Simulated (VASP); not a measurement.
HfB2, 3 atoms in the cell. The structure is hexagonal, space group P6/mmm (No. 191). The conventional cell has a = 3.133 Å, b = 3.133 Å, c = 3.479 Å, α = 90.00°, β = 90.00°, γ = 120.00°. Within 3.3 Å of Hf (site symmetry 6/mmm) lie 12 B at 2.51 Å and 6 Hf at 3.13 Å. Within 2.4 Å of B (site symmetry -6m2) lie 3 B at 1.81 Å. 

```yaml
Program: VASP 6.6.1
Task: single point
Functional: PBEsol
Potentials_or_basis: VASP PAW PBE potentials, release 64 (Hf_pv, B)
Cutoff: 520 eV
k_mesh: 10 × 10 × 8
Occupations: fermi-dirac, width 0.05 eV
Spin: no spin polarisation
Dipole_correction: no
Further_INCAR_settings: ALGO = Normal; EDIFF = 1e-06; NBANDS = 15
```

Potentials or basis: VASP PAW PBE potentials, release 64 (Hf_pv, B).

The run is started by

```sh
$ cat potpaw_PBE.64/Hf_pv/POTCAR potpaw_PBE.64/B/POTCAR > POTCAR
$ mpirun -np 1 vasp_std > vasp.out
```

Hardware: 1 thread of Intel(R) Xeon(R) Platinum 8559C (Emerald Rapids), on a shared host.

Q: Estimate the wall time of this run.

A: It took 11 s on 1 thread of Intel(R) Xeon(R) Platinum 8559C (Emerald Rapids), on a shared host, peak memory 0.16 GiB. Counts: scf iterations 13, k points 70.
